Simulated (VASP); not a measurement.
# HfN (rocksalt type) (Fm-3m) in VASP: a series of runs

The runs below take HfN (rocksalt type) through single point, with PBE.

Everything below comes from runs of VASP 6.6.1. Logs are shortened: lines on timing, memory, paths and dates and some standing lists are left out, and cuts for length are marked.

## 1. The cell of the first run

It takes space group Fm-3m (No. 225, cubic). The conventional cell has a = 4.548 Å, b = 4.548 Å, c = 4.548 Å, α = 90.00°, β = 90.00°, γ = 90.00°. Within 3.0 Å of Hf (site symmetry m-3m) lie 6 N at 2.27 Å. N (site symmetry m-3m) has 6 Hf at 2.27 Å within 3.0 Å.

## 2. Single point, PBE

File INCAR:

```
SYSTEM = HfN
PREC = Accurate
ENCUT = 520
EDIFF = 1E-7
ISMEAR = -1
SIGMA = 0.08
LREAL = .False.
LASPH = .True.
NELM = 80
ALGO = Normal
ISIF = 2
LWAVE = .False.
LCHARG = .False.
GGA = PE
NBANDS = 14
```

File KPOINTS:

```
Automatic mesh
0
Gamma
  17 17 17
  0 0 0
```

File POSCAR:

```
HfN
1.0
    0.0000000000      2.2740417054      2.2740417054
    2.2740417054      0.0000000000      2.2740417054
    2.2740417054      2.2740417054      0.0000000000
Hf N
1 1
Direct
    0.0000000000      0.0000000000      0.0000000000
    0.5000000000      0.5000000000      0.5000000000
```

Potentials or basis: VASP PAW PBE potentials, release 64 (Hf_pv, N).

Launch:

```console
$ cat potpaw_PBE.64/Hf_pv/POTCAR potpaw_PBE.64/N/POTCAR > POTCAR
$ mpirun -np 1 vasp_std > vasp.out
```

OUTCAR:

```text
SYSTEM = HfN
   PREC = Accurate
   ENCUT = 520
   EDIFF = 1E-7
   ISMEAR = -1
   LREAL = .False.
   LASPH = .True.
   NELM = 80
   ISIF = 2
   GGA = PE

 ion  position               nearest neighbor table
   1  0.000  0.000  0.000-   2 2.27   2 2.27   2 2.27   2 2.27   2 2.27   2 2.27
   2  0.500  0.500  0.500-   1 2.27   1 2.27   1 2.27   1 2.27   1 2.27   1 2.27

  LATTYP: Found a face centered cubic cell.
 ALAT       =     4.5480834108

  Lattice vectors:

 A1 = (   0.0000000000,   2.2740417054,   2.2740417054)
 A2 = (   2.2740417054,   0.0000000000,   2.2740417054)
 A3 = (   2.2740417054,   2.2740417054,   0.0000000000)

Analysis of symmetry for initial positions (statically):
=====================================================================
 Subroutine PRICEL returns:
 Original cell was already a primitive cell.

 Routine SETGRP: Setting up the symmetry group for a
 face centered cubic supercell.

 Subroutine GETGRP returns: Found 48 space group operations
 (whereof 48 operations were pure point group operations)
 out of a pool of 48 trial point group operations.

The static configuration has the point symmetry O_h .

Analysis of symmetry for dynamics (positions and initial velocities):
=====================================================================
 Subroutine PRICEL returns:
 Original cell was already a primitive cell.

 Routine SETGRP: Setting up the symmetry group for a
 face centered cubic supercell.

 Subroutine GETGRP returns: Found 48 space group operations
 (whereof 48 operations were pure point group operations)
 out of a pool of 48 trial point group operations.

The dynamic configuration has the point symmetry O_h .

 Subroutine INISYM returns: Found 48 space group operations
 (whereof 48 operations are pure point group operations),
 and found     1 'primitive' translations

----------------------------------------------------------------------------------------

                                     Primitive cell

  volume of cell :      23.5193

  direct lattice vectors                    reciprocal lattice vectors
     0.000000000  2.274041705  2.274041705    -0.219872836  0.219872836  0.219872836
     2.274041705  0.000000000  2.274041705     0.219872836 -0.219872836  0.219872836
     2.274041705  2.274041705  0.000000000     0.219872836  0.219872836 -0.219872836

  length of vectors
     3.215980621  3.215980621  3.215980621     0.380830924  0.380830924  0.380830924

  position of ions in fractional coordinates (direct lattice)
     0.000000000  0.000000000  0.000000000
     0.500000000  0.500000000  0.500000000

  ion indices of the primitive-cell ions
   primitive index   ion index
                 1           1
                 2           2

----------------------------------------------------------------------------------------

 KPOINTS: Automatic mesh

Automatic generation of k-mesh.
 Grid dimensions read from file:
 generate k-points for:   17   17   17

 Generating k-lattice:

  Cartesian coordinates                     Fractional coordinates (reciprocal lattice)
    -0.012933696  0.012933696  0.012933696     0.058823529  0.000000000  0.000000000
     0.012933696 -0.012933696  0.012933696     0.000000000  0.058823529  0.000000000
     0.012933696  0.012933696 -0.012933696     0.000000000  0.000000000  0.058823529

  Length of vectors
     0.022401819  0.022401819  0.022401819

  Shift w.r.t. Gamma in fractional coordinates (k-lattice)
     0.000000000  0.000000000  0.000000000

 Subroutine IBZKPT returns following result:
 ===========================================

 Found    165 irreducible k-points:

 Following reciprocal coordinates:
            Coordinates               Weight
  0.000000  0.000000  0.000000      1.000000
  0.058824  0.000000  0.000000      8.000000
  0.117647  0.000000  0.000000      8.000000
  0.176471  0.000000  0.000000      8.000000
  0.235294  0.000000  0.000000      8.000000
  0.294118  0.000000  0.000000      8.000000
[... 16 lines left out ...]
 -0.176471  0.058824  0.000000     24.000000
 -0.117647  0.058824  0.000000     24.000000
 [... further k-points ...]
   k-points           NKPTS =    165   k-points in BZ     NKDIM =    165   number of bands    NBANDS=     14
   number of dos      NEDOS =    301   number of ions     NIONS =      2
   total plane-waves  NPLWV =  13824
   dimension x,y,z NGX =    24 NGY =   24 NGZ =   24
   dimension x,y,z NGXF=    48 NGYF=   48 NGZF=   48
   ions per type =               1   1
   NGX,Y,Z   is equivalent  to a cutoff of  12.41, 12.41, 12.41 a.u.
   NGXF,Y,Z  is equivalent  to a cutoff of  24.81, 24.81, 24.81 a.u.
 SYSTEM =  HfN
   PREC   = accura    normal or accurate (medium, high low for compatibility)
   ISTART =      0    job   : 0-new  1-cont  2-samecut
   ICHARG =      2    charge: 1-file 2-atom 10-const
   ISPIN  =      1    spin polarized calculation?
   LNONCOLLINEAR =      F non collinear calculations
   LSORBIT =      F    spin-orbit coupling
   LASPH  =      T    aspherical Exc in radial PAW
   ENCUT  =  520.0 eV  38.22 Ry    6.18 a.u.   5.98  5.98  5.98*2*pi/ulx,y,z
   NELM   =     80;   NELMIN=  2; NELMDL= -5     # of ELM steps
   EDIFF  = 0.1E-06   stopping-criterion for ELM
   LREAL  =      F    real-space projection
   EDIFFG = 0.1E-05   stopping-criterion for IOM
   NSW    =      0    number of steps for IOM
   IBRION =     -1    ionic relax: 0-MD 1-quasi-New 2-CG
   NFREE  =      0    steps in history (QN), initial steepest desc. (CG)
   ISIF   =      2    stress and relaxation
   ISYM   =      2    0-nonsym 1-usesym 2-fastsym
   POTIM  = 0.5000    time-step for ionic-motion
   TEBEG  =    0.0;   TEEND  =   0.0 temperature during run
   PSTRESS=    0.0 pullay stress
   NELECT =      15.0000    total number of electrons
   NUPDOWN=      -1.0000    fix difference up-down
   EMIN   =  10.00;   EMAX   =-10.00  energy-range for DOS
   EFERMI =   0.00;   METHOD = LEGACY
   ISMEAR =    -1;   SIGMA  =   0.08  broadening in eV -4-tet -1-fermi 0-gaus
   EFERMI_NEDOS =   21; number of points for ismear=-14 and -15
   IALGO  =     38    algorithm
   IMIX   =      4    mixing-type and parameters
     AMIX     =   0.40;   BMIX     =  1.00
     AMIX_MAG =   1.60;   BMIX_MAG =  1.00
  volume/ion in A,a.u.               =      11.76        79.36
  Fermi-wavevector in a.u.,A,eV,Ry     =   1.409170  2.662946 27.017919  1.985761
  Thomas-Fermi vector in A             =   2.531254
   LORBIT       =      0    0 simple, 1 ext, 2 COOP (PROOUT), +10 PAW based schemes
   GGA     = PE    functional components
   LHFCALC =     F    Hartree Fock is set to
   AEXX    =    0.0000 exact exchange contribution
   IVDW    =     0    specifies the selected vdW correction
   LEPSILON=     F    determine dielectric tensor
   LRPA    =     F    only Hartree local field effects (RPA)
 non-spin polarized calculation
  energy-cutoff  :      520.00
  volume of cell :       23.52
 maximum number of plane-waves:       644
   NGX = 11   NGY = 11   NGZ = 11

 number of electron      15.0000000 magnetization

 Free energy of the ion-electron system (eV)
  ---------------------------------------------------
  ext. energy  EPLUGINS =         0.00000000
  ---------------------------------------------------
  free energy    TOTEN  =       -21.76132062 eV

  energy without entropy =      -21.74738781  energy(sigma->0) =      -21.75435422

 E-fermi :   8.2236     XC(G=0): -12.6281

 val. band max:        8.2226855401   @ k =  -0.1765   0.2941   0.1176
 cond. band min:       8.2355240547   @ k =  -0.4706   0.2353   0.0000
 fundamental gap:      0.0128385146
 Fermi energy:         8.2236209399

 k-point     1 :       0.0000    0.0000    0.0000
  band No.  band energies     occupation
      1     -23.0215      2.00000
      2     -23.0215      2.00000
      3     -23.0215      2.00000
      4      -9.1852      2.00000
      5       5.2021      2.00000
      6       5.2021      2.00000
      7       5.2021      2.00000
      8       7.8728      1.97538
      9       7.8728      1.97538
     10       7.8728      1.97538
     11       9.8158      0.00000
     12      10.1294      0.00000
     13      10.1294      0.00000
     14      17.7248      0.00000

 k-point     2 :       0.0588    0.0000    0.0000
  band No.  band energies     occupation
      1     -23.0544      2.00000
      2     -23.0243      2.00000
      3     -23.0243      2.00000
      4      -9.1085      2.00000
      5       4.8412      2.00000
      6       4.9987      2.00000
      7       4.9987      2.00000
      8       7.9698      1.91964
      9       7.9898      1.89790
     10       7.9898      1.89790
     11      10.0793      0.00000
     12      10.3924      0.00000
     13      10.3924      0.00000
     14      17.9912      0.00000

 k-point     3 :       0.1176    0.0000    0.0000
  band No.  band energies     occupation
      1     -23.1474      2.00000
      2     -23.0323      2.00000
      3     -23.0323      2.00000
      4      -8.8868      2.00000
      5       4.0160      2.00000
      6       4.5143      2.00000
      7       4.5143      2.00000
      8       8.1389      1.48523
      9       8.3005      0.55318
     10       8.3005      0.55318
     11      10.7574      0.00000
     12      11.0877      0.00000
     13      11.0877      0.00000
     14      18.7375      0.00000
[... 324 lines left out ...]
 k-point    23 :      -0.1765    0.0588    0.0000
  band No.  band energies     occupation
      1     -23.3435      2.00000
      2     -23.0792      2.00000
      3     -23.0382      2.00000
      4      -8.3638      2.00000
      5       2.5620      2.00000
      6       3.5381      2.00000
      7       3.9442      2.00000
      8       8.3793      0.24990
      9       8.7072      0.00473
     10       9.5082      0.00000
     11      11.2981      0.00000
     12      12.6041      0.00000
     13      12.9949      0.00000
     14      20.3170      0.00000

 k-point    24 :      -0.1176    0.0588    0.0000
  band No.  band energies     occupation
      1     -23.2024      2.00000
      2     -23.0605      2.00000
      3     -23.0280      2.00000
      4      -8.7274      2.00000
      5       3.4668      2.00000
      6       4.0881      2.00000
      7       4.4853      2.00000
      8       8.1756      1.29122
      9       8.2761      0.68341
     10       8.9104      0.00037
     11      10.5285      0.00000
     12      11.6745      0.00000
     13      11.9437      0.00000
     14      19.2684      0.00000

 [... further k-points ...]

------------------------ aborting loop because EDIFF is reached ----------------------------------------

  FORCE on cell =-STRESS in cart. coord.  units (eV):
  Direction    XX          YY          ZZ          XY          YZ          ZX
  --------------------------------------------------------------------------------------
  -------------------------------------------------------------------------------------
  Total       -0.3422515     -0.3422515     -0.3422515      0.0000000      0.0000000     -0.0000000
  in kB      -23.3147449    -23.3147449    -23.3147449      0.0000000      0.0000000     -0.0000000
  external PRESSURE =     -23.3147449 kB  Pullay stress =       0.0000000 kB

 VOLUME and BASIS-vectors are now :
 -----------------------------------------------------------------------------
  energy-cutoff  :      520.00
  volume of cell :       23.52
      direct lattice vectors                 reciprocal lattice vectors
     0.000000000  2.274041705  2.274041705    -0.219872836  0.219872836  0.219872836
     2.274041705  0.000000000  2.274041705     0.219872836 -0.219872836  0.219872836
     2.274041705  2.274041705  0.000000000     0.219872836  0.219872836 -0.219872836

 POSITION                                       TOTAL-FORCE (eV/Angst)
 -----------------------------------------------------------------------------------
      0.00000      0.00000      0.00000         0.000000      0.000000     -0.000000
      2.27404      2.27404      2.27404        -0.000000     -0.000000      0.000000
 -----------------------------------------------------------------------------------
    total drift:                                0.000000     -0.000000     -0.000000

  FREE ENERGIE OF THE ION-ELECTRON SYSTEM (eV)
  ---------------------------------------------------
  free  energy   TOTEN  =       -21.7613206209 eV

  energy  without entropy=      -21.7473878099  energy(sigma->0) =      -21.75435422
```

It took 22 s on 1 thread of Intel Xeon 6975P-C (Granite Rapids), shared host; peak memory 0.17 GiB.

Results:

```yaml
Free_energy: -21.7613 eV
Pressure: -2.3 GPa
Band_gap_on_the_k_mesh: zero (an odd number of electrons rules out a gap without spin polarisation)
```

Levels at points of the mesh, in eV from the Fermi level:
```
           k point  band 5  band 6  band 7  band 8  band 9  band 10  band 11  band 12
(0.00, 0.00, 0.00)   -3.02   -3.02   -3.02   -0.35   -0.35    -0.35     1.59     1.91
```

Caveat: spin-orbit coupling is left out, which moves the levels of the heavy elements.

## 3. Single point, PBE, collinear spin, zero start

File INCAR:

```
PREC = Accurate
ENCUT = 520
EDIFF = 1E-6
ISMEAR = -5
SIGMA = 0.1
LREAL = F
LASPH = T
NELM = 150
ALGO = Normal
ISIF = 2
LWAVE = F
LCHARG = F
ISPIN = 2
MAGMOM = 0 0
LORBIT = 11
LMAXMIX = 4
GGA = PE
NBANDS = 18
```

File KPOINTS:

```
regular mesh
0
Gamma
  17 17 17
```

File POSCAR:

```
HfN
1.0
    0.0000000000      2.2738880135      2.2738880135
    2.2738880135      0.0000000000      2.2738880135
    2.2738880135      2.2738880135      0.0000000000
Hf N
1 1
Direct
    0.0000000000      0.0000000000      0.0000000000
    0.5000000000      0.5000000000      0.5000000000
```

Potentials or basis: VASP PAW PBE potentials, release 64 (Hf_pv, N).

Launch:

```console
$ cat potpaw_PBE.64/Hf_pv/POTCAR potpaw_PBE.64/N/POTCAR > POTCAR
$ mpirun -np 1 vasp_std > vasp.out
```

It took 60 s on 1 thread of Intel Xeon 6975P-C (Granite Rapids), shared host; peak memory 0.23 GiB.

The run converged. Its results:

```yaml
Free_energy: -21.7555 eV
Pressure: -2.3 GPa
Net_moment: 0.00 μB per cell
Valence_electrons_inside_the_program's_atomic_spheres: Hf 8.56; N 3.73
```

Levels at points of the mesh, in eV from the Fermi level:
Spin up:
| k point | band 5 | band 6 | band 7 | band 8 | band 9 | band 10 | band 11 | band 12 |
| --- | --- | --- | --- | --- | --- | --- | --- | --- |
| (0.00, 0.00, 0.00) | -3.03 | -3.03 | -3.03 | -0.36 | -0.36 | -0.36 | 1.58 | 1.90 |
Spin down:
| k point | band 5 | band 6 | band 7 | band 8 | band 9 | band 10 | band 11 | band 12 |
| --- | --- | --- | --- | --- | --- | --- | --- | --- |
| (0.00, 0.00, 0.00) | -3.03 | -3.03 | -3.03 | -0.36 | -0.36 | -0.36 | 1.58 | 1.90 |

Caveat: spin-orbit coupling is left out, which moves the levels of the heavy elements; tetrahedron occupations give inexact forces and stress in metals.
